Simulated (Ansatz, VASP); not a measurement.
## Two plane-wave programs on PbF2

The input INCAR:

```
  PREC = Accurate
  ENCUT = 520
  EDIFF = 1E-6
  ISMEAR = -1
  SIGMA = 0.02
  LREAL = False
  LASPH = True
  NELM = 80
  ALGO = Normal
  ISIF = 2
  LWAVE = False
  LCHARG = True
  GGA = PE
  LELF = True
  LVHAR = True
  NBANDS = 21
```

The input KPOINTS:

```
Automatic mesh
0
Gamma
  8 8 8
```

POSCAR

```
PbF2
1.0
    0.0000000000      2.9604388914      2.9604388914
    2.9604388914      0.0000000000      2.9604388914
    2.9604388914      2.9604388914      0.0000000000
Pb F
1 2
Direct
    0.0000000000      0.0000000000      0.0000000000
    0.2500000000      0.2500000000      0.2500000000
    0.7500000000      0.7500000000      0.7500000000
```

Input for Ansatz:

```yaml
crystal:
  lattice:
    - [0.0, 2.9604388914, 2.9604388914]
    - [2.9604388914, 0.0, 2.9604388914]
    - [2.9604388914, 2.9604388914, 0.0]
  atoms:
    - { symbol: Pb, position: [0.0, 0.0, 0.0] }
    - { symbol: F, position: [0.25, 0.25, 0.25] }
    - { symbol: F, position: [0.75, 0.75, 0.75] }
kpoints:
  mp_grid: { grid: [8, 8, 8] }
  band_path:
    path:
      - [0.0, 0.0, 0.0]
      - [0.5, 0.0, 0.5]
      - [0.625, 0.25, 0.625]
      - [0.375, 0.375, 0.75]
      - [0.5, 0.5, 0.5]
      - [0.5, 0.25, 0.75]
      - [0.25, -0.5, -0.25]
      - [0.0, 0.5, 0.5]
    npoints: 1
hamiltonian:
  xc: pbe
scf:
  occupations: { method: fermi_dirac, width: 0.02 }
  n_extra_bands: 4
output:
  forces: true
  stress: true
  eigenvalues: true
  write_density: true
  write_potential: true
  elf: true
  volumetric_format: npy
```

Alike in both runs: task single point; functional PBE; k mesh 8 × 8 × 8; occupations fermi-dirac, width 0.02 eV; no spin polarisation.

|  | VASP | Ansatz |
| --- | --- | --- |
| version | VASP 6.6.1 | Ansatz 0.2.0 |
| potentials or method | VASP PAW PBE potentials, release 64 (Pb_d, F) | plane waves, PAW |
| plane-wave cutoff (eV) | 520 | 420 |
| valence electrons in the cell | 28 | 28 |

Ansatz gave:

```
gap on the k mesh at the Fermi level (eV) : 4.42
pressure (GPa)                            : 2.9
```

Estimate VASP's values.

gap on the k mesh at the Fermi level (eV): 4.42; pressure (GPa): 2.7.

Spin-orbit coupling is off throughout.
